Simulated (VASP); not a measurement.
Here is a VASP 6.6.1 calculation.

POSCAR

```
MgO
1.0
    2.6233491285      0.0000000000      0.0000000000
    0.0000000000      2.6233491285      0.0000000000
    0.0000000000      0.0000000000      2.6233491285
Mg O
1 1
Direct
    0.0000000000      0.0000000000      0.0000000000
    0.5000000000      0.5000000000      0.5000000000
```

File INCAR.step1:

```
SYSTEM = MgO
PREC = Accurate
ENCUT = 520
EDIFF = 1E-5
ISMEAR = 0
SIGMA = 0.01
LREAL = .False.
LASPH = .True.
NELM = 100
ALGO = Normal
ISIF = 2
LWAVE = .True.
LCHARG = .False.
NBANDS = 11
GGA = PE
```

The input INCAR.step2:

```
SYSTEM = MgO
PREC = Accurate
ENCUT = 520
EDIFF = 1E-6
ISMEAR = 0
SIGMA = 0.01
LREAL = .False.
LASPH = .True.
NELM = 100
ALGO = Normal
ISIF = 2
LWAVE = .False.
LCHARG = .False.
GGA = PE
LHFCALC = .True.
AEXX = 0.35
HFSCREEN = 0.2078
PRECFOCK = Normal
NBANDS = 11
ISTART = 1
```

The input KPOINTS:

```
Automatic mesh
0
Gamma
  4 4 4
  0 0 0
```

Potentials or basis: VASP PAW PBE potentials, release 64 (Mg, O).

Run with:

```bash
$ cat potpaw_PBE.64/Mg/POTCAR potpaw_PBE.64/O/POTCAR > POTCAR
$ cp INCAR.step1 INCAR
$ mpirun -np 1 vasp_std > vasp.out
$ cp INCAR.step2 INCAR
$ mpirun -np 1 vasp_std > vasp.out
```

Question: Predict the band gap on the k mesh.

Answer: 4.80 eV, indirect (least direct gap 5.95 eV).

Question: Predict the pressure.

Answer: -3.7 GPa.

Caveat: the k points lie up to 0.60 Å⁻¹ apart; the PAW data sets were made with another functional, which shifts forces and pressure a little. A k mesh can miss the band edges.
